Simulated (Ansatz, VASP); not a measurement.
BiRhO3: VASP beside Ansatz

The input INCAR:

```
PREC = Accurate
ENCUT = 520
EDIFF = 1E-6
ISMEAR = 0
SIGMA = 0.0187
LREAL = False
LASPH = True
NELM = 150
ALGO = Normal
ISIF = 2
LWAVE = False
LCHARG = False
ISPIN = 2
MAGMOM = 4 0 0 0 0
LORBIT = 11
LMAXMIX = 4
LDAU = True
LDAUTYPE = 2
LDAUL = 2 -1 -1
LDAUU = 1.77 0 0
LDAUJ = 0 0 0
LDAUPRINT = 1
GGA = CA
NBANDS = 36
```

KPOINTS

```
Automatic mesh
0
Gamma
  6 6 6
```

Contents of POSCAR:

```
BiRhO3
1.0
    4.1490226600      0.0000000000      0.0000000000
    0.0000000000      4.1490226600      0.0000000000
    0.0000000000      0.0000000000      4.1490226600
Rh O Bi
1 3 1
Direct
    0.0000000000      0.0000000000      0.0000000000
    0.5000000000      0.0000000000      0.0000000000
    0.0000000000      0.5000000000      0.0000000000
    0.0000000000      0.0000000000      0.5000000000
    0.5000000000      0.5000000000      0.5000000000
```

Input for Ansatz:

```yaml
crystal:
  lattice:
    - [4.14902266, 0.0, 0.0]
    - [0.0, 4.14902266, 0.0]
    - [0.0, 0.0, 4.14902266]
  atoms:
    - { symbol: Rh, position: [0.0, 0.0, 0.0], spin: 4.0 }
    - { symbol: O, position: [0.5, 0.0, 0.0] }
    - { symbol: O, position: [0.0, 0.5, 0.0] }
    - { symbol: O, position: [0.0, 0.0, 0.5] }
    - { symbol: Bi, position: [0.5, 0.5, 0.5] }
kpoints:
  mp_grid: { grid: [6, 6, 6], shift: [0, 0, 0] }
  band_path:
    path:
      - [0.0, 0.0, 0.0]
      - [0.0, 0.5, 0.0]
      - [0.5, 0.5, 0.0]
      - [0.0, 0.0, 0.0]
      - [0.5, 0.5, 0.5]
      - [0.0, 0.5, 0.0]
      - [0.5, 0.5, 0.5]
      - [0.5, 0.5, 0.0]
    npoints: 8
magnetization:
  spin_polarized: true
scf:
  occupations: { method: gaussian, width: 0.0187 }
  lower_state_search: "off"
  max_iter: 200
hamiltonian:
  pseudopotentials: { kind: paw }
  xc: lda
  hubbard:
    projectors: all-electron-ortho-atomic
    sites: [{ species: Rh, l: d, u_eff: 1.77 }]
basis:
  ecutwfc: 420
  fft_grid_basis: typed
output:
  forces: true
  stress: true
  eigenvalues: true
  bader: true
  populations: true
  elf: true
  write_potential: true
  volumetric_format: npy
  dos:
    e_range: [-12, 8]
    de: 0.05
    projected: { site_lists: { Bi: [Bi], O: [O], Rh: [Rh] } }
checkpoint:
  read: saved_state
```

Alike in both runs: task single point; functional LDA; k mesh 6 × 6 × 6; occupations gaussian, width 0.0187 eV; collinear spin; Hubbard terms Rh d U = 1.77 eV.

```csv
,VASP,Ansatz
version,VASP 6.6.1,Ansatz 0.2.0
potentials or method,"VASP PAW LDA potentials, release 64 (Rh_pv, O, Bi_d), cutoff 520 eV",PAW plane waves
valence electrons in the cell,48,50
```

|  | VASP | Ansatz | Ansatz less VASP |
| --- | --- | --- | --- |
| pressure (GPa) | -27.0 | -26.9 | +0.11 |
| net moment per atom (μB) | 0.00 | 0.00 | -0.002 |

LDA's correlation is that of Perdew and Zunger in VASP and of Perdew and Wang (1992) in Ansatz. The programs project onto different local orbitals, so the same U acts differently, and such runs can settle in different states. VASP's potentials hold 48 valence electrons a cell and Ansatz's 50, so a difference there can come from the potentials and not from the codes. Ansatz's warnings: filled band counts differ across k points, seeded moment not kept.

Spin-orbit coupling is off throughout.
